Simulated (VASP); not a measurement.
# HfN (Fm-3m) in VASP: a series of runs, part 2 of 2

VASP 6.6.1. The steps go on from the part before.

## 4. Single point, PBEsol

This run uses another cell than the first one, of 11.02 Å³/atom.

The input, INCAR:

```
SYSTEM = HfN
PREC = Accurate ; ENCUT = 600
EDIFF = 1E-6 ; ISMEAR = -1
SIGMA = 0.1 ; LREAL = .FALSE.
LASPH = .TRUE. ; NELM = 120
ALGO = Normal ; ISIF = 2
LWAVE = .FALSE. ; LCHARG = .TRUE.
GGA = PS ; LELF = .TRUE.
LVHAR = .TRUE. ; NBANDS = 14
GGA_COMPAT = .FALSE.
```

The input, KPOINTS:

```
Automatic mesh
0
G
  7 7 7
  0 0 0
```

The input, POSCAR:

```
HfN
1.0
    0.0000000000      2.2250562418      2.2250562418
    2.2250562418      0.0000000000      2.2250562418
    2.2250562418      2.2250562418      0.0000000000
Hf N
1 1
Direct
    0.0000000000      0.0000000000      0.0000000000
    0.5000000000      0.5000000000      0.5000000000
```

Potentials or basis: VASP PAW PBE potentials, release 64 (Hf_pv, N).

Run with:

```console
$ cat potpaw_PBE.64/Hf_pv/POTCAR potpaw_PBE.64/N/POTCAR > POTCAR
$ mpirun -np 1 vasp_std > vasp.out
```

OUTCAR:

```text
SYSTEM = HfN
   PREC = Accurate
   ENCUT = 600
   EDIFF = 1E-6
   ISMEAR = -1
   LREAL = .FALSE.
   LASPH = .TRUE.
   NELM = 120
   ISIF = 2
   GGA = PS

 ion  position               nearest neighbor table
   1  0.000  0.000  0.000-   2 2.23   2 2.23   2 2.23   2 2.23   2 2.23   2 2.23
   2  0.500  0.500  0.500-   1 2.23   1 2.23   1 2.23   1 2.23   1 2.23   1 2.23

  LATTYP: Found a face centered cubic cell.
 ALAT       =     4.4501124836

  Lattice vectors:

 A1 = (   0.0000000000,   2.2250562418,   2.2250562418)
 A2 = (   2.2250562418,   0.0000000000,   2.2250562418)
 A3 = (   2.2250562418,   2.2250562418,   0.0000000000)

Analysis of symmetry for initial positions (statically):
=====================================================================
 Subroutine PRICEL returns:
 Original cell was already a primitive cell.

 Routine SETGRP: Setting up the symmetry group for a
 face centered cubic supercell.

 Subroutine GETGRP returns: Found 48 space group operations
 (whereof 48 operations were pure point group operations)
 out of a pool of 48 trial point group operations.

[... 170 lines left out ...]
      5       5.5670      2.00000
      6       5.5670      2.00000
      7       5.5670      2.00000
      8       8.2093      1.99393
      9       8.2093      1.99393
     10       8.2093      1.99393
     11      10.6638      0.00000
     12      10.6638      0.00000
     13      10.8653      0.00000
     14      18.2562      0.00000
[... 309 lines left out ...]
      1     -22.9684      2.00000
      2     -22.9429      2.00000
      3     -22.5983      2.00000
      4      -7.1970      2.00000
      5       1.9427      2.00000
      6       3.0575      2.00000
      7       3.1562      2.00000
      8       9.0661      0.11758
      9      10.7564      0.00000
     10      14.1358      0.00000
     11      14.8038      0.00000
     12      15.5902      0.00000
     13      19.4535      0.00000
     14      21.1185      0.00000

------------------------ aborting loop because EDIFF is reached ----------------------------------------

  FORCE on cell =-STRESS in cart. coord.  units (eV):
  Direction    XX          YY          ZZ          XY          YZ          ZX
  --------------------------------------------------------------------------------------
  -------------------------------------------------------------------------------------
  Total        1.1751784      1.1751784      1.1751784      0.0000000     -0.0000000      0.0000000
  in kB       85.4597099     85.4597099     85.4597099      0.0000000     -0.0000000      0.0000000
  external PRESSURE =      85.4597099 kB  Pullay stress =       0.0000000 kB

 VOLUME and BASIS-vectors are now :
 -----------------------------------------------------------------------------
  energy-cutoff  :      600.00
  volume of cell :       22.03
      direct lattice vectors                 reciprocal lattice vectors
     0.000000000  2.225056242  2.225056242    -0.224713421  0.224713421  0.224713421
     2.225056242  0.000000000  2.225056242     0.224713421 -0.224713421  0.224713421
     2.225056242  2.225056242  0.000000000     0.224713421  0.224713421 -0.224713421

 POSITION                                       TOTAL-FORCE (eV/Angst)
 -----------------------------------------------------------------------------------
      0.00000      0.00000      0.00000         0.000000      0.000000      0.000000
      2.22506      2.22506      2.22506         0.000000      0.000000     -0.000000
 -----------------------------------------------------------------------------------
    total drift:                                0.000000      0.000000      0.000000

  FREE ENERGIE OF THE ION-ELECTRON SYSTEM (eV)
  ---------------------------------------------------
  free  energy   TOTEN  =       -22.9714067719 eV

  energy  without entropy=      -22.9490000543  energy(sigma->0) =      -22.96020341
```

stdout:

```text
POSCAR found type information on POSCAR HfN
 POSCAR found :  2 types and       2 ions
 scaLAPACK will be used
 -----------------------------------------------------------------------------
|                                                                             |
|                                                                             |
|     You enforced a specific xc type in the INCAR file but a different       |
|     I HOPE YOU KNOW WHAT YOU ARE DOING!                                     |
|                                                                             |
 -----------------------------------------------------------------------------

 LDA part: xc-table for (Slater+PW92), standard interpolation
 POSCAR, INCAR and KPOINTS ok, starting setup
 FFT: planning ... GRIDC
 FFT: planning ... GRID_SOFT
 FFT: planning ... GRID
 WAVECAR not read
 entering main loop
```

It took 8.4 s on 1 thread of AMD EPYC 7R13 (Zen 3), shared host; peak memory 0.13 GiB.

What came out:

- Free energy: -22.9714 eV
- Pressure: 8.5 GPa
- Band gap on the k mesh: zero (an odd number of electrons rules out a gap without spin polarisation)

Caveat: the cell stands under pressure; the PAW data sets were made with another functional, which shifts forces and pressure a little; spin-orbit coupling is left out, which moves the levels of the heavy elements.

## 5. Single point, PBEsol

This run uses another cell than the first one, of 10.70 Å³/atom.

The input, INCAR:

```
PREC = Accurate
ENCUT = 600
EDIFF = 1E-6
ISMEAR = -1
SIGMA = 0.1
LREAL = F
LASPH = T
NELM = 120
ALGO = Normal
ISIF = 2
LWAVE = F
LCHARG = T
GGA = PS
LELF = T
LVHAR = T
NBANDS = 14
GGA_COMPAT = F
```

The input, KPOINTS:

```
regular mesh
0
Gamma
  7 7 7
```

The input, POSCAR:

```
HfN
1.0
    0.0000000000      2.2038683115      2.2038683115
    2.2038683115      0.0000000000      2.2038683115
    2.2038683115      2.2038683115      0.0000000000
Hf N
1 1
Direct
    0.0000000000      0.0000000000      0.0000000000
    0.5000000000      0.5000000000      0.5000000000
```

Run with:

```console
$ cat potpaw_PBE.64/Hf_pv/POTCAR potpaw_PBE.64/N/POTCAR > POTCAR
$ mpirun -np 1 vasp_std > vasp.out
```

It took 7.9 s on 1 thread of AMD EPYC 7R13 (Zen 3), shared host; peak memory 0.13 GiB.

It converged, with:

```
Free energy            : -22.9183 eV
Pressure               : 18.5 GPa
Band gap on the k mesh : zero (an odd number of electrons rules out a gap without spin polarisation)
```

Levels at points of the mesh, in eV from the Fermi level:
| k point | band 4 | band 5 | band 6 | band 7 | band 8 | band 9 | band 10 | band 11 | band 12 | band 13 |
| --- | --- | --- | --- | --- | --- | --- | --- | --- | --- | --- |
| (0.00, 0.00, 0.00) | -18.07 | -3.26 | -3.26 | -3.26 | -0.61 | -0.61 | -0.61 | 1.94 | 1.94 | 2.36 |

Caveat: the cell stands under pressure; the PAW data sets were made with another functional, which shifts forces and pressure a little; spin-orbit coupling is left out, which moves the levels of the heavy elements.

## 6. Summary

| cell | gap on the mesh (eV) | pressure (GPa) |
| --- | --- | --- |
| a = 3.181 Å, angles 60.0°, 2 atoms | none | -1.4 |
| a = 3.163 Å, angles 60.0°, 2 atoms | none | 3.5 |
| a = 3.147 Å, angles 60.0°, 2 atoms | none | 8.5 |
| a = 3.117 Å, angles 60.0°, 2 atoms | none | 18.5 |

Alike in all rows: task single point; level PBEsol; potentials or basis VASP PAW PBE potentials, release 64 (Hf_pv, N); no spin polarisation; k mesh 7 × 7 × 7; cutoff (eV) 600; smearing fermi-dirac 0.1 eV.

Caveats: the PAW data sets were made with another functional, which shifts forces and pressure a little; spin-orbit coupling is left out, which moves the levels of the heavy elements; the cell stands under pressure (at least some runs).

Absolute energies hang on the potentials; compare differences alone.
